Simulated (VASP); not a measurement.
Input of a VASP 6.6.1 run:

Contents of POSCAR:

```
Mo
1.0
   -1.5734150000      1.5734150000      1.5734150000
    1.5734150000     -1.5734150000      1.5734150000
    1.5734150000      1.5734150000     -1.5734150000
Mo
1
Direct
    0.0000000000      0.0000000000      0.0000000000
```

File INCAR.step1:

```
  PREC = Accurate
  ENCUT = 520
  ISMEAR = 0
  SIGMA = 0.1
  LREAL = F
  LASPH = T
  NELM = 60
  NBANDS = 13
  GGA = PE
  ALGO = Normal
  EDIFF = 1E-4
  LWAVE = T
  LCHARG = F
```

The input INCAR.step2:

```
  PREC = Accurate
  ENCUT = 520
  EDIFF = 1E-6
  ISMEAR = 0
  SIGMA = 0.1
  LREAL = F
  LASPH = T
  NELM = 60
  ALGO = Normal
  ISIF = 2
  LWAVE = F
  LCHARG = F
  METAGGA = R2SCAN
  LMIXTAU = T
  IVDW = 12
  VDW_S6 = 1.0
  VDW_S8 = 0.78981345
  VDW_A1 = 0.49484001
  VDW_A2 = 5.73083694
  NBANDS = 13
  ISTART = 1
```

The input KPOINTS:

```
regular mesh
0
Gamma
  9 9 9
```

Potentials or basis: VASP PAW PBE potentials, release 64 (Mo_sv).

Launch:

```sh
$ cat potpaw_PBE.64/Mo_sv/POTCAR > POTCAR
$ cp INCAR.step1 INCAR
$ mpirun -np 1 vasp_std > vasp.out
$ cp INCAR.step2 INCAR
$ mpirun -np 1 vasp_std > vasp.out
```

Task: Predict the band gap on the k mesh.

Result: Zero (bands 7 and 8 overlap by 4.83 eV).

Task: Predict the dispersion energy per atom.

Result: -0.338 eV.

Task: Estimate the pressure.

Result: -1.9 GPa.

Caveat: three body term missing; the PAW data sets were made with another functional, which shifts forces and pressure a little.
